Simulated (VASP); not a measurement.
Runs of VASP 6.6.1 on Na2Os. The structure is that of space group P6/mmm (No. 191), or close to it. The cells are those of the table. 

```tsv
task	cell	k mesh	cutoff (eV)	gap on the mesh (eV)	pressure (GPa)	relaxed volume (Å³/atom)
relaxation of cell and atoms	relaxed from a = 3.800, b = 3.800, c = 4.103 Å, angles 90.0, 90.0, 120.0°, 3 atoms	6 × 6 × 4	600	none	-0.2	19.11
relaxation of cell and atoms	relaxed from a = 5.185, b = 5.185, c = 2.451 Å, angles 90.0, 90.0, 120.0°, 3 atoms	12 × 12 × 18	600	none	-0.1	(a)
single point	a = 5.151, b = 5.151, c = 2.491 Å, angles 90.0, 90.0, 120.0°, 3 atoms	12 × 12 × 18	520	none	-0.1	-
single point	a = 5.127, b = 5.127, c = 2.518 Å, angles 90.0, 90.0, 120.0°, 3 atoms	6 × 6 × 4	520	none	-0.1	-
```

Alike in all rows: level PBE; potentials or basis VASP PAW PBE potentials, release 64 (Na_pv, Os); no spin polarisation; smearing gaussian 0.1 eV.

Task: Estimate the missing entries.

Result: (a) 19.07.

Caveats: some runs use coarse meshes; spin-orbit coupling is left out, which moves the levels of the heavy elements; a cell axis changed by over 15 % at a fixed basis, so the end point is rough (at least some runs).

A k mesh can miss the band edges, and the runs leave out spin-orbit coupling on Os.

A gap of «none» marks levels without a gap at the run's occupations.
